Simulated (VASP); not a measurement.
The system is CaSe.

```
CELL_PARAMETERS angstrom
-0.03086 2.93667 2.93667
2.93667 -0.03086 2.93667
2.93667 2.93667 -0.03086
ATOMIC_POSITIONS crystal
Ca 0.00000 0.00000 0.00000
Se 0.50000 0.50000 0.50000
```

This cell differs from its parent crystal: strain along [111] -1.6%.

Base run:

| Property | Result |
| --- | --- |
| Program | VASP 6.6.1 |
| Functional | PBE |
| Potentials or basis | VASP PAW PBE potentials, release 64 (Ca_sv, Se) |
| Cutoff | 520 eV |
| k mesh | 8 × 8 × 8 |
| Occupations | fermi-dirac, width 0.02 eV |
| Spin | no spin polarisation |

Its results: band gap on the k mesh 1.95 eV, indirect (least direct gap 2.91 eV); pressure 1.6 GPa.

Q: The run is repeated on the same cell with these changes: functional from PBE to r2SCAN; occupations from fermi-dirac, width 0.02 eV to gaussian, width 0.01 eV. What comes out?

A: Band gap on the k mesh 2.42 eV, indirect (least direct gap 3.39 eV); pressure 1.1 GPa.

Caveats: the PAW data sets were made with another functional, which shifts forces and pressure a little (some runs).

A k mesh can miss the band edges.
